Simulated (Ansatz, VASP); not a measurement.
**Y: VASP beside Ansatz**

```xyz
1
Lattice="0.0000 2.4974 2.4974 2.4850 0.0124 2.4850 2.4850 2.4850 0.0124" Properties=species:S:1:pos:R:3 pbc="T T T"
Y     0.0000    0.0000    0.0000
```

Change from the starting cell: strain +0.0100 x Voigt [0, 0, 0, 1, 0, 0], atoms carried along.

Alike in both runs: task single point; functional PBEsol; k mesh 16 × 16 × 16; occupations gaussian, width 0.15 eV; no spin polarisation.

```csv
,VASP,Ansatz
version,VASP 6.6.1,Ansatz 0.2.0
potentials or method,"VASP PAW PBE potentials, release 64 (Y_sv), cutoff 520 eV","scalar-relativistic, plane waves, PAW"
valence electrons in the cell,11,11
```

```tsv
	VASP	Ansatz	Ansatz less VASP
gap on the k mesh at the Fermi level (eV)	none	none	-
pressure (GPa)	0.1	0.2	+0.15
traceless stress, the component that is largest in VASP (GPa)	-0.35	-0.35	0.000
```

VASP's potentials were made for PBE, not for PBEsol. A gap of «none» marks a metal or a gap that the smearing closes. The functional is the same, so the differences come from potentials, cutoffs and numerics.
